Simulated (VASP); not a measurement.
# Ag2O (Pn-3m) in VASP: notebook

Ag2O is run at these levels: RPBE, BLYP; tasks: single point.

Program: VASP 6.6.1. These are calculated values, not measurements. Logs are shortened: lines on timing, memory, paths and dates and some standing lists are left out, and cuts for length are marked.

### 1 The cell of the first run

It takes space group Pn-3m (No. 224, cubic). Conventional cell: a = 4.830 Å, b = 4.830 Å, c = 4.830 Å, α = 90.00°, β = 90.00°, γ = 90.00°. Within 2.8 Å of Ag (site symmetry -3m) lie 2 O at 2.09 Å. Within 2.8 Å of O (site symmetry -43m) lie 4 Ag at 2.09 Å.

### 2 Single point, RPBE (18.78 Å³/atom)

INCAR

```
PREC = Accurate
ENCUT = 600
EDIFF = 1E-6
ISMEAR = 0
SIGMA = 0.05
LREAL = False
LASPH = True
NELM = 120
ALGO = Normal
ISIF = 2
LWAVE = False
LCHARG = False
GGA = RP
NBANDS = 37
GGA_COMPAT = False
```

KPOINTS

```
regular mesh
0
Gamma
  6 6 6
```

POSCAR

```
Ag2O
1.0
    4.8302284047      0.0000000000      0.0000000000
    0.0000000000      4.8302284047      0.0000000000
    0.0000000000      0.0000000000      4.8302284047
Ag O
4 2
Direct
    0.7500000000      0.7500000000      0.7500000000
    0.7500000000      0.2500000000      0.2500000000
    0.2500000000      0.2500000000      0.7500000000
    0.2500000000      0.7500000000      0.2500000000
    0.0000000000      0.0000000000      0.0000000000
    0.5000000000      0.5000000000      0.5000000000
```

Potentials or basis: VASP PAW PBE potentials, release 64 (Ag, O).

Run with:

```bash
$ cat potpaw_PBE.64/Ag/POTCAR potpaw_PBE.64/O/POTCAR > POTCAR
$ mpirun -np 1 vasp_std > vasp.out
```

OUTCAR:

```text
PREC = Accurate
   ENCUT = 600
   EDIFF = 1E-6
   ISMEAR = 0
   LREAL = False
   LASPH = True
   NELM = 120
   ISIF = 2
   GGA = RP

 ion  position               nearest neighbor table
   1  0.750  0.750  0.750-   5 2.09   6 2.09   4 3.42   2 3.42   3 3.42   2 3.42   4 3.42   2 3.42
                             3 3.42   2 3.42   3 3.42   4 3.42   4 3.42   3 3.42
   2  0.750  0.250  0.250-   5 2.09   6 2.09   4 3.42   1 3.42   3 3.42   1 3.42   3 3.42   1 3.42
                             4 3.42   1 3.42   3 3.42   4 3.42   3 3.42   4 3.42
   3  0.250  0.250  0.750-   5 2.09   6 2.09   4 3.42   1 3.42   2 3.42   2 3.42   4 3.42   1 3.42
                             4 3.42   4 3.42   1 3.42   2 3.42   2 3.42   1 3.42
   4  0.250  0.750  0.250-   5 2.09   6 2.09   3 3.42   1 3.42   2 3.42   1 3.42   3 3.42   2 3.42
                             3 3.42   3 3.42   1 3.42   2 3.42   1 3.42   2 3.42
   5  0.000  0.000  0.000-   1 2.09   2 2.09   3 2.09   4 2.09
   6  0.500  0.500  0.500-   1 2.09   2 2.09   3 2.09   4 2.09

  LATTYP: Found a simple cubic cell.
 ALAT       =     4.8302284047

  Lattice vectors:

 A1 = (   4.8302284047,   0.0000000000,   0.0000000000)
 A2 = (   0.0000000000,   4.8302284047,   0.0000000000)
 A3 = (   0.0000000000,   0.0000000000,   4.8302284047)

Analysis of symmetry for initial positions (statically):
=====================================================================
 Subroutine PRICEL returns:
 Original cell was already a primitive cell.

 Routine SETGRP: Setting up the symmetry group for a
 simple cubic supercell.

 Subroutine GETGRP returns: Found 48 space group operations
 (whereof 24 operations were pure point group operations)
 out of a pool of 48 trial point group operations.

The static configuration has the point symmetry T_d .
 The point group associated with its full space group is O_h .

Analysis of symmetry for dynamics (positions and initial velocities):
=====================================================================
 Subroutine PRICEL returns:
 Original cell was already a primitive cell.

 Routine SETGRP: Setting up the symmetry group for a
 simple cubic supercell.

 Subroutine GETGRP returns: Found 48 space group operations
 (whereof 24 operations were pure point group operations)
 out of a pool of 48 trial point group operations.

The dynamic configuration has the point symmetry T_d .
 The point group associated with its full space group is O_h .

 Subroutine INISYM returns: Found 48 space group operations
 (whereof 24 operations are pure point group operations),
 and found     1 'primitive' translations

----------------------------------------------------------------------------------------

                                     Primitive cell

  volume of cell :     112.6946

  direct lattice vectors                    reciprocal lattice vectors
     4.830228405  0.000000000  0.000000000     0.207029547  0.000000000  0.000000000
     0.000000000  4.830228405  0.000000000     0.000000000  0.207029547  0.000000000
     0.000000000  0.000000000  4.830228405     0.000000000  0.000000000  0.207029547

  length of vectors
     4.830228405  4.830228405  4.830228405     0.207029547  0.207029547  0.207029547

  position of ions in fractional coordinates (direct lattice)
     0.750000000  0.750000000  0.750000000
     0.750000000  0.250000000  0.250000000
     0.250000000  0.250000000  0.750000000
     0.250000000  0.750000000  0.250000000
     0.000000000  0.000000000  0.000000000
     0.500000000  0.500000000  0.500000000

  ion indices of the primitive-cell ions
   primitive index   ion index
                 1           1
                 2           2
                 3           3
                 4           4
                 5           5
                 6           6

----------------------------------------------------------------------------------------

 KPOINTS: regular mesh

Automatic generation of k-mesh.
 Grid dimensions read from file:
 generate k-points for:    6    6    6

 Generating k-lattice:

  Cartesian coordinates                     Fractional coordinates (reciprocal lattice)
     0.034504925  0.000000000  0.000000000     0.166666667  0.000000000  0.000000000
     0.000000000  0.034504925  0.000000000     0.000000000  0.166666667  0.000000000
     0.000000000  0.000000000  0.034504925     0.000000000  0.000000000  0.166666667

  Length of vectors
     0.034504925  0.034504925  0.034504925

  Shift w.r.t. Gamma in fractional coordinates (k-lattice)
     0.000000000  0.000000000  0.000000000

 Subroutine IBZKPT returns following result:
 ===========================================

 Found     20 irreducible k-points:

 Following reciprocal coordinates:
            Coordinates               Weight
  0.000000  0.000000  0.000000      1.000000
  0.166667  0.000000  0.000000      6.000000
  0.333333  0.000000  0.000000      6.000000
  0.500000  0.000000  0.000000      3.000000
  0.166667  0.166667  0.000000     12.000000
  0.333333  0.166667  0.000000     24.000000
[... 12 lines left out ...]
  0.500000  0.500000  0.333333      6.000000
  0.500000  0.500000  0.500000      1.000000
   k-points           NKPTS =     20   k-points in BZ     NKDIM =     20   number of bands    NBANDS=     37
   number of dos      NEDOS =    301   number of ions     NIONS =      6
   total plane-waves  NPLWV =  64000
   dimension x,y,z NGX =    40 NGY =   40 NGZ =   40
   dimension x,y,z NGXF=    80 NGYF=   80 NGZF=   80
   ions per type =               4   2
   NGX,Y,Z   is equivalent  to a cutoff of  13.77, 13.77, 13.77 a.u.
   NGXF,Y,Z  is equivalent  to a cutoff of  27.53, 27.53, 27.53 a.u.
 SYSTEM =  unknown system
   PREC   = accura    normal or accurate (medium, high low for compatibility)
   ISTART =      0    job   : 0-new  1-cont  2-samecut
   ICHARG =      2    charge: 1-file 2-atom 10-const
   ISPIN  =      1    spin polarized calculation?
   LNONCOLLINEAR =      F non collinear calculations
   LSORBIT =      F    spin-orbit coupling
   LASPH  =      T    aspherical Exc in radial PAW
   ENCUT  =  600.0 eV  44.10 Ry    6.64 a.u.   9.65  9.65  9.65*2*pi/ulx,y,z
   NELM   =    120;   NELMIN=  2; NELMDL= -5     # of ELM steps
   EDIFF  = 0.1E-05   stopping-criterion for ELM
   LREAL  =      F    real-space projection
   EDIFFG = 0.1E-04   stopping-criterion for IOM
   NSW    =      0    number of steps for IOM
   IBRION =     -1    ionic relax: 0-MD 1-quasi-New 2-CG
   NFREE  =      0    steps in history (QN), initial steepest desc. (CG)
   ISIF   =      2    stress and relaxation
   ISYM   =      2    0-nonsym 1-usesym 2-fastsym
   POTIM  = 0.5000    time-step for ionic-motion
   TEBEG  =    0.0;   TEEND  =   0.0 temperature during run
   PSTRESS=    0.0 pullay stress
   NELECT =      56.0000    total number of electrons
   NUPDOWN=      -1.0000    fix difference up-down
   EMIN   =  10.00;   EMAX   =-10.00  energy-range for DOS
   EFERMI =   0.00;   METHOD = LEGACY
   ISMEAR =     0;   SIGMA  =   0.05  broadening in eV -4-tet -1-fermi 0-gaus
   EFERMI_NEDOS =   21; number of points for ismear=-14 and -15
   IALGO  =     38    algorithm
   IMIX   =      4    mixing-type and parameters
     AMIX     =   0.40;   BMIX     =  1.00
     AMIX_MAG =   1.60;   BMIX_MAG =  1.00
  volume/ion in A,a.u.               =      18.78       126.75
  Fermi-wavevector in a.u.,A,eV,Ry     =   1.296691  2.450391 22.876940  1.681408
  Thomas-Fermi vector in A             =   2.428131
   LORBIT       =      0    0 simple, 1 ext, 2 COOP (PROOUT), +10 PAW based schemes
   GGA     = RP    functional components
   LHFCALC =     F    Hartree Fock is set to
   AEXX    =    0.0000 exact exchange contribution
   IVDW    =     0    specifies the selected vdW correction
   LEPSILON=     F    determine dielectric tensor
   LRPA    =     F    only Hartree local field effects (RPA)
 non-spin polarized calculation
 Gauss-broadening in eV      SIGMA  =   0.05
  energy-cutoff  :      600.00
  volume of cell :      112.69
 maximum number of plane-waves:      3840
 NGX is ok and might be reduce to    40
   NGX = 19   NGY = 19   NGZ = 19

 number of electron      55.9999981 magnetization

 Free energy of the ion-electron system (eV)
  ---------------------------------------------------
  ext. energy  EPLUGINS =         0.00000000
  ---------------------------------------------------
  free energy    TOTEN  =       -18.95049247 eV

  energy without entropy =      -18.95005973  energy(sigma->0) =      -18.95027610

 E-fermi :   4.0515     XC(G=0):  -9.9193

 val. band max:        4.0316180361   @ k =   0.0000   0.0000   0.0000
 cond. band min:       4.3446440907   @ k =   0.1667   0.0000   0.0000
 fundamental gap:      0.3130260545
 Fermi energy:         4.0514946438

 k-point     1 :       0.0000    0.0000    0.0000
  band No.  band energies     occupation
      1     -14.3472      2.00000
      2     -13.7938      2.00000
      3      -2.1834      2.00000
      4      -2.1834      2.00000
      5      -2.1834      2.00000
      6      -0.1179      2.00000
[... 29 lines left out ...]
     36      12.7250      0.00000
     37      12.7250      0.00000

 k-point     2 :       0.1667    0.0000    0.0000
  band No.  band energies     occupation
      1     -14.3116      2.00000
      2     -13.8325      2.00000
      3      -2.0987      2.00000
      4      -2.0987      2.00000
      5      -2.0650      2.00000
      6      -0.0641      2.00000
[... 29 lines left out ...]
     36      12.4089      0.00000
     37      12.4089      0.00000

 k-point     3 :       0.3333    0.0000    0.0000
  band No.  band energies     occupation
      1     -14.2133      2.00000
      2     -13.9368      2.00000
      3      -1.8762      2.00000
      4      -1.8762      2.00000
      5      -1.7243      2.00000
      6      -0.5856      2.00000
[... 29 lines left out ...]
     36      11.9207      0.00000
     37      11.9207      0.00000

 k-point     4 :       0.5000    0.0000    0.0000
  band No.  band energies     occupation
      1     -14.0766      2.00000
      2     -14.0766      2.00000
      3      -1.7025      2.00000
      4      -1.7025      2.00000
      5      -1.2042      2.00000
      6      -1.2042      2.00000
[... 29 lines left out ...]
     36      11.7227      0.00000
     37      12.4656      0.00000
[... 523 lines left out ...]
      1     -14.2461      2.00000
      2     -13.8846      2.00000
      3      -1.9793      2.00000
      4      -1.9744      2.00000
      5      -1.8434      2.00000
      6      -0.3333      2.00000
[... 29 lines left out ...]
     36      11.5513      0.00000
     37      14.9949      0.00000

 k-point    19 :       0.5000    0.5000    0.3333
  band No.  band energies     occupation
      1     -14.2718      2.00000
      2     -13.8539      2.00000
      3      -2.0172      2.00000
      4      -2.0172      2.00000
      5      -1.9439      2.00000
      6      -0.1013      2.00000
[... 29 lines left out ...]
     36      10.9189      0.00000
     37      15.9923      0.00000

 k-point    20 :       0.5000    0.5000    0.5000
  band No.  band energies     occupation
      1     -14.3014      2.00000
      2     -13.8185      2.00000
      3      -2.0593      2.00000
      4      -2.0593      2.00000
      5      -2.0593      2.00000
      6       0.1505      2.00000
[... 29 lines left out ...]
     36      10.0391      0.00000
     37      16.6923      0.00000

------------------------ aborting loop because EDIFF is reached ----------------------------------------

  FORCE on cell =-STRESS in cart. coord.  units (eV):
  Direction    XX          YY          ZZ          XY          YZ          ZX
  --------------------------------------------------------------------------------------
  -------------------------------------------------------------------------------------
  Total        1.7367550      1.7367550      1.7367550      0.0000000      0.0000000     -0.0000000
  in kB       24.6914237     24.6914237     24.6914237      0.0000000      0.0000000     -0.0000000
  external PRESSURE =      24.6914237 kB  Pullay stress =       0.0000000 kB

 VOLUME and BASIS-vectors are now :
 -----------------------------------------------------------------------------
  energy-cutoff  :      600.00
  volume of cell :      112.69
      direct lattice vectors                 reciprocal lattice vectors
     4.830228405  0.000000000  0.000000000     0.207029547  0.000000000  0.000000000
     0.000000000  4.830228405  0.000000000     0.000000000  0.207029547  0.000000000
     0.000000000  0.000000000  4.830228405     0.000000000  0.000000000  0.207029547

 POSITION                                       TOTAL-FORCE (eV/Angst)
 -----------------------------------------------------------------------------------
      3.62267      3.62267      3.62267        -0.000000      0.000000      0.000000
      3.62267      1.20756      1.20756         0.000000      0.000000     -0.000000
      1.20756      1.20756      3.62267        -0.000000     -0.000000      0.000000
      1.20756      3.62267      1.20756         0.000000     -0.000000      0.000000
      0.00000      0.00000      0.00000        -0.000000      0.000000     -0.000000
      2.41511      2.41511      2.41511         0.000000     -0.000000     -0.000000
 -----------------------------------------------------------------------------------
    total drift:                                0.000000      0.000000      0.000000

  FREE ENERGIE OF THE ION-ELECTRON SYSTEM (eV)
  ---------------------------------------------------
  free  energy   TOTEN  =       -18.9504924708 eV

  energy  without entropy=      -18.9500597296  energy(sigma->0) =      -18.95027610
```

It took 43 s on 1 thread of AMD EPYC 9R45 (Zen 5), shared host; peak memory 0.25 GiB.

Results:

```
Free energy            : -18.9505 eV
Pressure               : 2.5 GPa
Band gap on the k mesh : zero (filled and empty bands touch)
```

Caveat: the PAW data sets were made with another functional, which shifts forces and pressure a little.

### 3 Single point, BLYP (18.86 Å³/atom)

This run uses another cell than the first one, of 18.86 Å³/atom.

INCAR

```
  PREC = Accurate
  ENCUT = 600
  EDIFF = 1E-6
  ISMEAR = 0
  SIGMA = 0.05
  LREAL = False
  LASPH = True
  NELM = 120
  ALGO = Normal
  ISIF = 2
  LWAVE = False
  LCHARG = False
  GGA = B5
  ALDAX = 1.0
  AGGAX = 1.0
  AGGAC = 1.0
  ALDAC = 0.0
  NBANDS = 37
  GGA_COMPAT = False
```

KPOINTS

```
Automatic mesh
0
Gamma
  6 6 6
```

POSCAR: that of step 2 with these lines changed.

```diff
@@ -2,5 +2,5 @@
 1.0
-    4.8302284047      0.0000000000      0.0000000000
-    0.0000000000      4.8302284047      0.0000000000
-    0.0000000000      0.0000000000      4.8302284047
+    4.8368556430      0.0000000000      0.0000000000
+    0.0000000000      4.8368556430      0.0000000000
+    0.0000000000      0.0000000000      4.8368556430
 Ag O
```

Potentials or basis: VASP PAW PBE potentials, release 64 (Ag, O).

Run with:

```bash
$ cat potpaw_PBE.64/Ag/POTCAR potpaw_PBE.64/O/POTCAR > POTCAR
$ mpirun -np 1 vasp_std > vasp.out
```

It took 85 s on 1 thread of AMD EPYC 9R45 (Zen 5), shared host; peak memory 0.24 GiB.

Results (log left out):

| Property | Result |
| --- | --- |
| Free energy | -19.3974 eV |
| Pressure | 2.9 GPa |
| Band gap on the k mesh | 0.04 eV |

Levels at points of the mesh, in eV from the valence-band top:
| k point | band 25 | band 26 | band 27 | band 28 | band 29 | band 30 | band 31 | band 32 |
| --- | --- | --- | --- | --- | --- | --- | --- | --- |
| (0.00, 0.00, 0.00) | -2.46 | 0.00 | 0.00 | 0.00 | 0.04 | 2.43 | 2.43 | 6.94 |
| (0.50, 0.00, 0.00) | -1.42 | -1.42 | -0.42 | -0.42 | 2.10 | 2.10 | 4.92 | 4.92 |
| (0.50, 0.50, 0.00) | -1.43 | -1.43 | -0.73 | -0.73 | 2.26 | 2.26 | 3.76 | 3.76 |
| (0.50, 0.50, 0.50) | -1.69 | -0.63 | -0.63 | -0.63 | 2.93 | 2.93 | 2.93 | 4.72 |

Caveat: the PAW data sets were made with another functional, which shifts forces and pressure a little. A k mesh can miss the band edges.

### 4 Single point, BLYP (19.25 Å³/atom)

This run uses another cell than the first one, of 19.25 Å³/atom.

INCAR

```
PREC = Accurate
ENCUT = 600
EDIFF = 1E-6
ISMEAR = 0
SIGMA = 0.05
LREAL = F
LASPH = T
NELM = 120
ALGO = Normal
ISIF = 2
LWAVE = F
LCHARG = F
GGA = B5
ALDAX = 1.0
AGGAX = 1.0
AGGAC = 1.0
ALDAC = 0.0
NBANDS = 37
GGA_COMPAT = F
```

KPOINTS is that of step 3.

POSCAR: that of step 3 with these lines changed.

```diff
@@ -2,5 +2,5 @@
 1.0
-    4.8368556430      0.0000000000      0.0000000000
-    0.0000000000      4.8368556430      0.0000000000
-    0.0000000000      0.0000000000      4.8368556430
+    4.8702143222      0.0000000000      0.0000000000
+    0.0000000000      4.8702143222      0.0000000000
+    0.0000000000      0.0000000000      4.8702143222
 Ag O
```

Run with:

```bash
$ cat potpaw_PBE.64/Ag/POTCAR potpaw_PBE.64/O/POTCAR > POTCAR
$ mpirun -np 1 vasp_std > vasp.out
```

Wall time 86 s (1 thread of AMD EPYC 9R45 (Zen 5), shared host); peak memory 0.25 GiB.

Results (log left out):

| Item | Value |
| --- | --- |
| Free energy | -19.4306 eV |
| Pressure | 1.4 GPa |

Levels at points of the mesh, in eV from the Fermi level:
| k point | band 24 | band 25 | band 26 | band 27 | band 28 | band 29 | band 30 | band 31 | band 32 | band 33 |
| --- | --- | --- | --- | --- | --- | --- | --- | --- | --- | --- |
| (0.00, 0.00, 0.00) | -2.44 | -2.44 | -0.03 | -0.03 | -0.03 | -0.01 | 2.47 | 2.47 | 6.81 | 6.81 |
| (0.50, 0.00, 0.00) | -2.28 | -1.40 | -1.40 | -0.43 | -0.43 | 2.04 | 2.04 | 4.90 | 4.90 | 6.49 |
| (0.50, 0.50, 0.00) | -1.76 | -1.41 | -1.41 | -0.74 | -0.74 | 2.23 | 2.23 | 3.71 | 3.71 | 6.63 |
| (0.50, 0.50, 0.50) | -2.52 | -1.70 | -0.64 | -0.64 | -0.64 | 2.95 | 2.95 | 2.95 | 4.63 | 4.63 |

Caveat: the PAW data sets were made with another functional, which shifts forces and pressure a little.

[end of part 1 of 2]
